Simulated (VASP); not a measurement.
**LiH: single point with PBEsol**

LiH:

```
CELL_PARAMETERS angstrom
3.23453 0.00000 0.00000
-1.61726 2.80118 0.00000
0.00000 0.00000 4.04308
ATOMIC_POSITIONS crystal
Li 0.33333 0.66667 0.25000
Li 0.66667 0.33333 0.75000
H 0.66667 0.33333 0.25000
H 0.33333 0.66667 0.75000
```

```
Program                : VASP 6.6.1
Task                   : single point
Functional             : PBEsol
Potentials or basis    : VASP PAW PBE potentials, release 64 (Li_sv, H)
Cutoff                 : 520 eV
k mesh                 : 12 × 12 × 6
Occupations            : fermi-dirac, width 0.02 eV
Spin                   : no spin polarisation
Dipole correction      : no
Further INCAR settings : ALGO = Normal; EDIFF = 1e-07; NBANDS = 12
```

```yaml
Band_gap_on_the_k_mesh: 1.52 eV (least direct gap 2.81 eV)
```

Levels at points of the mesh, in eV from the valence-band top:
| k point | band 1 | band 2 | band 3 | band 4 | band 5 | band 6 | band 7 | band 8 | band 9 |
| --- | --- | --- | --- | --- | --- | --- | --- | --- | --- |
| (0.00, 0.00, 0.00) | -44.04 | -43.98 | -5.42 | 0.00 | 2.81 | 10.59 | 10.59 | 11.34 | 13.26 |
| (0.50, 0.00, 0.00) | -44.01 | -43.99 | -2.90 | -2.20 | 4.33 | 6.59 | 7.14 | 8.44 | 9.36 |
| (0.00, 0.00, 0.50) | -44.01 | -44.01 | -3.89 | -3.89 | 9.55 | 9.55 | 12.63 | 12.63 | 12.63 |
| (0.50, 0.00, 0.50) | -44.00 | -44.00 | -2.54 | -2.54 | 4.06 | 4.06 | 9.35 | 9.35 | 11.35 |

Run time: 20 s on 1 thread of AMD EPYC 7R13 Processor (Zen 3) (shared host), peak memory 0.12 GiB.

 A k mesh can miss the band edges.
